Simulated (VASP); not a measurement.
A run of VASP 6.6.1 is set up as follows.

The input INCAR:

```
SYSTEM = ZrS
  ALGO = Normal
  EDIFF = 1E-7
  ENCUT = 520
  GGA = CA
  ISIF = 2
  ISMEAR = 0
  LASPH = .TRUE.
  LCHARG = .TRUE.
  LELF = .TRUE.
  LREAL = .FALSE.
  LVHAR = .TRUE.
  LWAVE = .FALSE.
  NBANDS = 16
  NELM = 80
  PREC = Accurate
  SIGMA = 0.1
```

File KPOINTS:

```
k-points
0
G
  14 14 14
  0 0 0
```

Contents of POSCAR:

```
ZrS
1.0
    0.0000000000      2.5671447261      2.5671447261
    2.5671447261      0.0000000000      2.5671447261
    2.5671447261      2.5671447261      0.0000000000
Zr S
1 1
Direct
    0.0000000000      0.0000000000      0.0000000000
    0.5000000000      0.5000000000      0.5000000000
```

Potentials or basis: VASP PAW LDA potentials, release 64 (Zr_sv, S).

The run is started by

```bash
$ cat potpaw_LDA.64/Zr_sv/POTCAR potpaw_LDA.64/S/POTCAR > POTCAR
$ mpirun -np 1 vasp_std > vasp.out
```

What does it give for the pressure?

0.2 GPa.

What does it give for the band gap on the k mesh?

Zero (band 9 reaches 12.98 eV, above the bottom of band 10 at 9.86 eV).
